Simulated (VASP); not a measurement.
# BAs (Fm-3m) in VASP: further runs

The runs below take BAs through single point, with PBE, HSE06, PBE-based screened hybrid.

Program: VASP 6.6.1. These are calculated values, not measurements. Logs are shortened: lines on timing, memory, paths and dates and some standing lists are left out, and cuts for length are marked.

## 1. The cell of the first run

The structure is cubic, space group Fm-3m (No. 225). The conventional cell has a = 4.611 Å, b = 4.611 Å, c = 4.611 Å, α = 90.00°, β = 90.00°, γ = 90.00°. Within 3.0 Å of B (site symmetry m-3m) lie 6 As at 2.31 Å. As (site symmetry m-3m) has 6 B at 2.31 Å within 3.0 Å.

## 2. Single point, PBE

Contents of INCAR:

```
PREC = Accurate
ENCUT = 520
EDIFF = 1E-6
ISMEAR = -1
SIGMA = 0.02
LREAL = False
LASPH = True
NELM = 80
ALGO = Normal
ISIF = 2
LWAVE = False
LCHARG = False
GGA = PE
NBANDS = 11
```

Contents of KPOINTS:

```
Automatic mesh
0
Gamma
  6 6 6
```

Contents of POSCAR:

```
BAs
1.0
    0.0000000000      2.3052873216      2.3052873216
    2.3052873216      0.0000000000      2.3052873216
    2.3052873216      2.3052873216      0.0000000000
B As
1 1
Direct
    0.0000000000      0.0000000000      0.0000000000
    0.5000000000      0.5000000000      0.5000000000
```

Potentials or basis: VASP PAW PBE potentials, release 64 (B, As).

The run is started by

```bash
$ cat potpaw_PBE.64/B/POTCAR potpaw_PBE.64/As/POTCAR > POTCAR
$ mpirun -np 1 vasp_std > vasp.out
```

OUTCAR:

```text
PREC = Accurate
   ENCUT = 520
   EDIFF = 1E-6
   ISMEAR = -1
   LREAL = False
   LASPH = True
   NELM = 80
   ISIF = 2
   GGA = PE

 ion  position               nearest neighbor table
   1  0.000  0.000  0.000-   2 2.31   2 2.31   2 2.31   2 2.31   2 2.31   2 2.31
   2  0.500  0.500  0.500-   1 2.31   1 2.31   1 2.31   1 2.31   1 2.31   1 2.31

  LATTYP: Found a face centered cubic cell.
 ALAT       =     4.6105746432

  Lattice vectors:

 A1 = (   0.0000000000,   2.3052873216,   2.3052873216)
 A2 = (   2.3052873216,   0.0000000000,   2.3052873216)
 A3 = (   2.3052873216,   2.3052873216,   0.0000000000)

Analysis of symmetry for initial positions (statically):
=====================================================================
 Subroutine PRICEL returns:
 Original cell was already a primitive cell.

 Routine SETGRP: Setting up the symmetry group for a
 face centered cubic supercell.

 Subroutine GETGRP returns: Found 48 space group operations
 (whereof 48 operations were pure point group operations)
 out of a pool of 48 trial point group operations.

The static configuration has the point symmetry O_h .

Analysis of symmetry for dynamics (positions and initial velocities):
=====================================================================
 Subroutine PRICEL returns:
 Original cell was already a primitive cell.

 Routine SETGRP: Setting up the symmetry group for a
 face centered cubic supercell.

 Subroutine GETGRP returns: Found 48 space group operations
 (whereof 48 operations were pure point group operations)
 out of a pool of 48 trial point group operations.

The dynamic configuration has the point symmetry O_h .

 Subroutine INISYM returns: Found 48 space group operations
 (whereof 48 operations are pure point group operations),
 and found     1 'primitive' translations

----------------------------------------------------------------------------------------

                                     Primitive cell

  volume of cell :      24.5022

  direct lattice vectors                    reciprocal lattice vectors
     0.000000000  2.305287322  2.305287322    -0.216892704  0.216892704  0.216892704
     2.305287322  0.000000000  2.305287322     0.216892704 -0.216892704  0.216892704
     2.305287322  2.305287322  0.000000000     0.216892704  0.216892704 -0.216892704

  length of vectors
     3.260168595  3.260168595  3.260168595     0.375669183  0.375669183  0.375669183

  position of ions in fractional coordinates (direct lattice)
     0.000000000  0.000000000  0.000000000
     0.500000000  0.500000000  0.500000000

  ion indices of the primitive-cell ions
   primitive index   ion index
                 1           1
                 2           2

----------------------------------------------------------------------------------------

 KPOINTS: Automatic mesh

Automatic generation of k-mesh.
 Grid dimensions read from file:
 generate k-points for:    6    6    6

 Generating k-lattice:

  Cartesian coordinates                     Fractional coordinates (reciprocal lattice)
    -0.036148784  0.036148784  0.036148784     0.166666667  0.000000000  0.000000000
     0.036148784 -0.036148784  0.036148784     0.000000000  0.166666667  0.000000000
     0.036148784  0.036148784 -0.036148784     0.000000000  0.000000000  0.166666667

  Length of vectors
     0.062611530  0.062611530  0.062611530

  Shift w.r.t. Gamma in fractional coordinates (k-lattice)
     0.000000000  0.000000000  0.000000000

 Subroutine IBZKPT returns following result:
 ===========================================

 Found     16 irreducible k-points:

 Following reciprocal coordinates:
            Coordinates               Weight
  0.000000  0.000000  0.000000      1.000000
  0.166667  0.000000  0.000000      8.000000
  0.333333  0.000000  0.000000      8.000000
  0.500000  0.000000  0.000000      4.000000
  0.166667  0.166667  0.000000      6.000000
  0.333333  0.166667  0.000000     24.000000
[... 8 lines left out ...]
 -0.333333  0.333333  0.166667     24.000000
 -0.333333  0.500000  0.166667     12.000000
   k-points           NKPTS =     16   k-points in BZ     NKDIM =     16   number of bands    NBANDS=     11
   number of dos      NEDOS =    301   number of ions     NIONS =      2
   total plane-waves  NPLWV =  13824
   dimension x,y,z NGX =    24 NGY =   24 NGZ =   24
   dimension x,y,z NGXF=    48 NGYF=   48 NGZF=   48
   ions per type =               1   1
   NGX,Y,Z   is equivalent  to a cutoff of  12.24, 12.24, 12.24 a.u.
   NGXF,Y,Z  is equivalent  to a cutoff of  24.48, 24.48, 24.48 a.u.
 SYSTEM =  unknown system
   PREC   = accura    normal or accurate (medium, high low for compatibility)
   ISTART =      0    job   : 0-new  1-cont  2-samecut
   ICHARG =      2    charge: 1-file 2-atom 10-const
   ISPIN  =      1    spin polarized calculation?
   LNONCOLLINEAR =      F non collinear calculations
   LSORBIT =      F    spin-orbit coupling
   LASPH  =      T    aspherical Exc in radial PAW
   ENCUT  =  520.0 eV  38.22 Ry    6.18 a.u.   6.06  6.06  6.06*2*pi/ulx,y,z
   NELM   =     80;   NELMIN=  2; NELMDL= -5     # of ELM steps
   EDIFF  = 0.1E-05   stopping-criterion for ELM
   LREAL  =      F    real-space projection
   EDIFFG = 0.1E-04   stopping-criterion for IOM
   NSW    =      0    number of steps for IOM
   IBRION =     -1    ionic relax: 0-MD 1-quasi-New 2-CG
   NFREE  =      0    steps in history (QN), initial steepest desc. (CG)
   ISIF   =      2    stress and relaxation
   ISYM   =      2    0-nonsym 1-usesym 2-fastsym
   POTIM  = 0.5000    time-step for ionic-motion
   TEBEG  =    0.0;   TEEND  =   0.0 temperature during run
   PSTRESS=    0.0 pullay stress
   NELECT =       8.0000    total number of electrons
   NUPDOWN=      -1.0000    fix difference up-down
   EMIN   =  10.00;   EMAX   =-10.00  energy-range for DOS
   EFERMI =   0.00;   METHOD = LEGACY
   ISMEAR =    -1;   SIGMA  =   0.02  broadening in eV -4-tet -1-fermi 0-gaus
   EFERMI_NEDOS =   21; number of points for ismear=-14 and -15
   IALGO  =     38    algorithm
   IMIX   =      4    mixing-type and parameters
     AMIX     =   0.40;   BMIX     =  1.00
     AMIX_MAG =   1.60;   BMIX_MAG =  1.00
  volume/ion in A,a.u.               =      12.25        82.67
  Fermi-wavevector in a.u.,A,eV,Ry     =   1.127292  2.130273 17.290111  1.270787
  Thomas-Fermi vector in A             =   2.263978
   LORBIT       =      0    0 simple, 1 ext, 2 COOP (PROOUT), +10 PAW based schemes
   GGA     = PE    functional components
   LHFCALC =     F    Hartree Fock is set to
   AEXX    =    0.0000 exact exchange contribution
   IVDW    =     0    specifies the selected vdW correction
   LEPSILON=     F    determine dielectric tensor
   LRPA    =     F    only Hartree local field effects (RPA)
 non-spin polarized calculation
  energy-cutoff  :      520.00
  volume of cell :       24.50
 maximum number of plane-waves:       680
   NGX = 13   NGY = 13   NGZ = 13

 number of electron       7.9999999 magnetization

 Free energy of the ion-electron system (eV)
  ---------------------------------------------------
  ext. energy  EPLUGINS =         0.00000000
  ---------------------------------------------------
  free energy    TOTEN  =        -9.55787796 eV

  energy without entropy =       -9.55128276  energy(sigma->0) =       -9.55458036

 E-fermi :   7.2604     XC(G=0): -11.4306

 val. band max:        7.2434670464   @ k =  -0.3333   0.1667   0.0000
 cond. band min:       7.2654204630   @ k =   0.1667   0.0000   0.0000
 fundamental gap:      0.0219534166
 Fermi energy:         7.2604350346

 k-point     1 :       0.0000    0.0000    0.0000
  band No.  band energies     occupation
      1      -8.6237      2.00000
      2       7.2808      0.53055
      3       7.2808      0.53055
      4       7.2808      0.53055
      5      10.7769      0.00000
      6      14.9800      0.00000
      7      14.9800      0.00000
      8      14.9800      0.00000
      9      16.1646      0.00000
     10      16.1646      0.00000
     11      16.1646      0.00000

 k-point     2 :       0.1667    0.0000    0.0000
  band No.  band energies     occupation
      1      -8.0953      2.00000
      2       4.3590      2.00000
      3       7.2654      0.87601
      4       7.2654      0.87600
      5      11.7385      0.00000
      6      12.9690      0.00000
      7      12.9690      0.00000
      8      14.2497      0.00000
      9      16.4311      0.00000
     10      17.3038      0.00000
     11      17.3038      0.00000

 k-point     3 :       0.3333    0.0000    0.0000
  band No.  band energies     occupation
      1      -6.5598      2.00000
      2       0.2352      2.00000
      3       7.5266      0.00000
      4       7.5266      0.00000
      5      10.3518      0.00000
      6      10.3518      0.00000
      7      11.5967      0.00000
      8      13.2054      0.00000
      9      18.8953      0.00000
     10      20.3296      0.00000
     11      20.3296      0.00000

 k-point     4 :       0.5000    0.0000    0.0000
  band No.  band energies     occupation
      1      -4.8644      2.00000
      2      -2.4058      2.00000
      3       8.3661      0.00000
      4       8.3661      0.00000
      5       8.6341      0.00000
      6       8.6341      0.00000
      7      11.4366      0.00000
      8      12.7521      0.00000
      9      21.0576      0.00000
     10      23.8745      0.00000
     11      23.8745      0.00000
[... 127 lines left out ...]
 k-point    14 :       0.5000    0.3333    0.1667
  band No.  band energies     occupation
      1      -5.2230      2.00000
      2       0.8087      2.00000
      3       2.6877      2.00000
      4       4.2874      2.00000
      5       8.6452      0.00000
      6      12.4637      0.00000
      7      14.6166      0.00000
      8      16.6138      0.00000
      9      17.5227      0.00000
     10      22.5031      0.00000
     11      23.2143      0.00000

 k-point    15 :      -0.3333    0.3333    0.1667
  band No.  band energies     occupation
      1      -3.6733      2.00000
      2      -1.0424      2.00000
      3       2.3685      2.00000
      4       2.9729      2.00000
      5      10.0282      0.00000
      6      11.0839      0.00000
      7      16.7373      0.00000
      8      17.3435      0.00000
      9      18.0811      0.00000
     10      18.9176      0.00000
     11      25.3965      0.00000

 k-point    16 :      -0.3333    0.5000    0.1667
  band No.  band energies     occupation
      1      -3.1131      2.00000
      2       0.1081      2.00000
      3       0.8458      2.00000
      4       2.0045      2.00000
      5       8.2219      0.00000
      6      13.8945      0.00000
      7      13.9667      0.00000
      8      18.4458      0.00000
      9      18.8372      0.00000
     10      21.0310      0.00000
     11      27.6520      0.00000

------------------------ aborting loop because EDIFF is reached ----------------------------------------

  FORCE on cell =-STRESS in cart. coord.  units (eV):
  Direction    XX          YY          ZZ          XY          YZ          ZX
  --------------------------------------------------------------------------------------
  -------------------------------------------------------------------------------------
  Total        0.1085688      0.1085688      0.1085688      0.0000000      0.0000000     -0.0000000
  in kB        7.0992193      7.0992193      7.0992193      0.0000000      0.0000000     -0.0000000
  external PRESSURE =       7.0992193 kB  Pullay stress =       0.0000000 kB

 VOLUME and BASIS-vectors are now :
 -----------------------------------------------------------------------------
  energy-cutoff  :      520.00
  volume of cell :       24.50
      direct lattice vectors                 reciprocal lattice vectors
     0.000000000  2.305287322  2.305287322    -0.216892704  0.216892704  0.216892704
     2.305287322  0.000000000  2.305287322     0.216892704 -0.216892704  0.216892704
     2.305287322  2.305287322  0.000000000     0.216892704  0.216892704 -0.216892704

 POSITION                                       TOTAL-FORCE (eV/Angst)
 -----------------------------------------------------------------------------------
      0.00000      0.00000      0.00000         0.000000      0.000000      0.000000
      2.30529      2.30529      2.30529        -0.000000     -0.000000     -0.000000
 -----------------------------------------------------------------------------------
    total drift:                                0.000000     -0.000000     -0.000000

  FREE ENERGIE OF THE ION-ELECTRON SYSTEM (eV)
  ---------------------------------------------------
  free  energy   TOTEN  =        -9.5578779573 eV

  energy  without entropy=       -9.5512827568  energy(sigma->0) =       -9.55458036
```

Run time: 3.5 s. Hardware: 1 thread of Intel Xeon 6975P-C (Granite Rapids), shared host; peak memory 0.13 GiB.

Results:

```
Free energy            : -9.5579 eV
Pressure               : 0.7 GPa
Band gap on the k mesh : zero (band 4 reaches 8.79 eV, above the bottom of band 5 at 3.91 eV)
```

Caveat: the k points lie up to 0.39 Å⁻¹ apart.

## 3. Single point, PBE

Contents of INCAR:

```
SYSTEM = BAs
ALGO = Normal
EDIFF = 1E-7
ENCUT = 520
GGA = PE
ISIF = 2
ISMEAR = -1
LASPH = .TRUE.
LCHARG = .FALSE.
LREAL = .FALSE.
LWAVE = .FALSE.
NBANDS = 11
NELM = 100
PREC = Accurate
SIGMA = 0.02
```

Contents of KPOINTS:

```
k-points
0
G
  6 6 6
  0 0 0
```

POSCAR is that of step 2.

Potentials or basis: VASP PAW PBE potentials, release 64 (B, As).

The run is started by

```bash
$ cat potpaw_PBE.64/B/POTCAR potpaw_PBE.64/As/POTCAR > POTCAR
$ mpirun -np 1 vasp_std > vasp.out
```

Wall time 3.7 s (1 thread of Intel Xeon 6975P-C (Granite Rapids), shared host); peak memory 0.13 GiB.

The run converged. Its results:

| Property | Result |
| --- | --- |
| Free energy | -9.5579 eV |
| Pressure | 0.7 GPa |
| Band gap on the k mesh | zero (band 4 reaches 8.79 eV, above the bottom of band 5 at 3.91 eV) |

Levels at points of the mesh, in eV from the Fermi level:
```csv
k point,band 2,band 3,band 4,band 5,band 6,band 7
"(0.00, 0.00, 0.00)",0.02,0.02,0.02,3.52,7.72,7.72
"(0.50, 0.00, 0.00)",-9.67,1.11,1.11,1.37,1.37,4.18
"(0.50, 0.50, 0.00)",-7.85,-3.69,-3.69,-3.35,3.73,10.62
```

Caveat: the k points lie up to 0.39 Å⁻¹ apart.

(Part 1 of 2 ends here.)
